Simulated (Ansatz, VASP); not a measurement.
# WS2: VASP beside Ansatz

```
W S
1.0
     3.18352    0.00000    0.00000
    -1.59176    2.75701    0.00000
     0.00000    0.00000   16.95058
W S
1 2
Direct
  0.33333 0.66667 0.00000
  0.66667 0.33333 0.90800
  0.66667 0.33333 0.09200
```

Alike in both runs: task single point; functional PBEsol; k mesh 6 × 6 × 1; occupations gaussian, width 0.1 eV; no spin polarisation.

```csv
,VASP,Ansatz
version,VASP 6.6.1,Ansatz 0.2.0
potentials or method,"VASP PAW PBE potentials, release 64 (W_sv, S), cutoff 500 eV","scalar-relativistic, plane waves, PAW"
valence electrons in the cell,26,26
```

Ansatz gave:

```
gap on the k mesh at the Fermi level (eV) : 1.77
least direct gap on the mesh (eV)         : 1.78
rms of the force components (eV/Å)        : 0.057
```

Q: Estimate VASP's values.

A: gap on the k mesh at the Fermi level (eV): 1.79; least direct gap on the mesh (eV): 1.79; rms of the force components (eV/Å): 0.047.

VASP's potentials were made for PBE, not for PBEsol. Atom by atom the forces differ by 0.010 eV/Å (rms over components).

Spin-orbit coupling is off throughout.
